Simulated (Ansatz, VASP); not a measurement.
**One calculation of RbBr, two programs**

The input INCAR:

```
SYSTEM = RbBr
PREC     = Accurate       ! precision mode
ENCUT    = 500            ! plane-wave cutoff, eV
EDIFF    = 1E-6           ! SCF threshold, eV
ISMEAR   = 0              ! smearing method
SIGMA    = 0.1            ! smearing width, eV
LREAL    = .False.        ! projectors in reciprocal space
LASPH    = .True.         ! aspherical terms in the spheres
NELM     = 120            ! most SCF steps
ALGO     = Normal         ! electronic algorithm
ISIF     = 2              ! what is computed and relaxed
LWAVE    = .False.        ! write WAVECAR
LCHARG   = .False.        ! write CHGCAR
GGA      = PE             ! functional
NBANDS   = 15             ! bands
GGA_COMPAT= .False.
```

File KPOINTS:

```
Automatic mesh
0
Gamma
  4 4 4
  0 0 0
```

POSCAR

```
RbBr
1.0
    0.0000000000      3.4270000500      3.4270000500
    3.4270000500      0.0000000000      3.4270000500
    3.4270000500      3.4270000500      0.0000000000
Rb Br
1 1
Direct
    0.0000000000      0.0000000000      0.0000000000
    0.5000000000      0.5000000000      0.5000000000
```

Input for Ansatz:

```yaml
crystal:
  lattice:
    - [0.0, 3.42700005, 3.42700005]
    - [3.42700005, 0.0, 3.42700005]
    - [3.42700005, 3.42700005, 0.0]
  atoms:
    - { symbol: Rb, position: [0.0, 0.0, 0.0] }
    - { symbol: Br, position: [0.5, 0.5, 0.5] }
basis:
  ecutwfc: 420
kpoints:
  mp_grid: { grid: [4, 4, 4] }
hamiltonian:
  xc: pbe
scf:
  occupations: { method: gaussian, width: 0.1 }
  lower_state_search: "off"
output:
  forces: true
  stress: true
  eigenvalues: true
```

Alike in both runs: task single point; functional PBE; k mesh 4 × 4 × 4; occupations gaussian, width 0.1 eV; no spin polarisation.

|  | VASP | Ansatz |
| --- | --- | --- |
| version | VASP 6.6.1 | Ansatz 0.2.0 |
| potentials or method | VASP PAW PBE potentials, release 64 (Rb_sv, Br), cutoff 500 eV | scalar-relativistic, plane waves, PAW |
| valence electrons in the cell | 16 | 16 |

|  | VASP | Ansatz | Ansatz less VASP |
| --- | --- | --- | --- |
| gap on the k mesh at the Fermi level (eV) | 4.36 | 4.36 | +0.003 |
| least direct gap on the mesh (eV) | 4.36 | 4.36 | +0.003 |
| pressure (GPa) | 1.0 | 1.0 | -0.02 |

The functional is the same, so the differences come from potentials, cutoffs and numerics.
